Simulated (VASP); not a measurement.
Here is a VASP 6.6.1 calculation.

POSCAR

```
CoSi
1.0
    4.3829497400      0.0000000000      0.0000000000
    0.0000000000      4.3829497400      0.0000000000
    0.0000000000      0.0000000000      4.3829497400
Co Si
4 4
Direct
    0.1456680264      0.1456680264      0.1456680264
    0.3543319736      0.8543319736      0.6456680264
    0.6456680264      0.3543319736      0.8543319736
    0.8543319736      0.6456680264      0.3543319736
    0.8436088031      0.8436088031      0.8436088031
    0.6563911969      0.1563911969      0.3436088031
    0.3436088031      0.6563911969      0.1563911969
    0.1563911969      0.3436088031      0.6563911969
```

The input INCAR.step1:

```
SYSTEM = CoSi
PREC = Accurate
ENCUT = 520
ISMEAR = 0
SIGMA = 0.05
LREAL = .FALSE.
LASPH = .TRUE.
NELM = 100
NBANDS = 36
GGA = PE
ALGO = Normal
EDIFF = 1E-4
LWAVE = .TRUE.
LCHARG = .FALSE.
```

File INCAR.step2:

```
SYSTEM = CoSi
PREC = Accurate
ENCUT = 520
EDIFF = 1E-6
ISMEAR = 0
SIGMA = 0.05
LREAL = .FALSE.
LASPH = .TRUE.
NELM = 100
ALGO = Normal
ISIF = 2
LWAVE = .FALSE.
LCHARG = .FALSE.
METAGGA = R2SCAN
LMIXTAU = .TRUE.
NBANDS = 36
ISTART = 1
```

Contents of KPOINTS:

```
regular mesh
0
G
  8 8 8
  0 0 0
```

Potentials or basis: VASP PAW PBE potentials, release 64 (Co, Si).

Launch:

```bash
$ cat potpaw_PBE.64/Co/POTCAR potpaw_PBE.64/Si/POTCAR > POTCAR
$ cp INCAR.step1 INCAR
$ mpirun -np 1 vasp_std > vasp.out
$ cp INCAR.step2 INCAR
$ mpirun -np 1 vasp_std > vasp.out
```

Estimate the band gap on the k mesh.

zero (band 26 reaches 12.53 eV, above the bottom of band 27 at 12.32 eV).

What does it give for the pressure?

0.1 GPa.

What does it give for the largest force?

0.006 eV/Å.

Forces in eV/Å, atoms in the order of the input:
```
Co   0.003  0.003  0.003
Co  -0.003 -0.003  0.003
Co   0.003 -0.003 -0.003
Co  -0.003  0.003 -0.003
Si   0.003  0.003  0.003
Si  -0.003 -0.003  0.003
Si   0.003 -0.003 -0.003
Si  -0.003  0.003 -0.003
```

Caveat: the PAW data sets were made with another functional, which shifts forces and pressure a little. Spin polarisation is off, so any magnetic state and its effect on volume and gap are missing.
